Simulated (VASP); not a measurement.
Input of a VASP 6.6.1 run:

File INCAR:

```
SYSTEM = InSb
ALGO = Normal
EDIFF = 1E-6
ENCUT = 520
GGA = PE
ISIF = 2
ISMEAR = 0
LASPH = .TRUE.
LCHARG = .FALSE.
LREAL = .FALSE.
LWAVE = .FALSE.
NBANDS = 16
NELM = 100
PREC = Accurate
SIGMA = 0.1
```

The input KPOINTS:

```
k-points
0
G
  14 14 8
  0 0 0
```

POSCAR

```
InSb
1.0
    3.0766560000      0.0000000000      0.0000000000
    0.0000000000      3.0766560000      0.0000000000
    0.0000000000      0.0000000000      6.2154700000
In Sb
1 1
Direct
    0.0000000000      0.0000000000      0.0000000000
    0.0000000000      0.0000000000      0.5000000000
```

Potentials or basis: VASP PAW PBE potentials, release 64 (In_d, Sb).

Launch:

```bash
$ cat potpaw_PBE.64/In_d/POTCAR potpaw_PBE.64/Sb/POTCAR > POTCAR
$ mpirun -np 1 vasp_std > vasp.out
```

(1) What does it give for the band gap on the k mesh?

(2) Predict the pressure.

Results:

(1) zero (band 9 reaches 10.91 eV, above the bottom of band 10 at 5.05 eV).

(2) 0.5 GPa.

Caveat: spin-orbit coupling is left out, which moves the levels of the heavy elements.
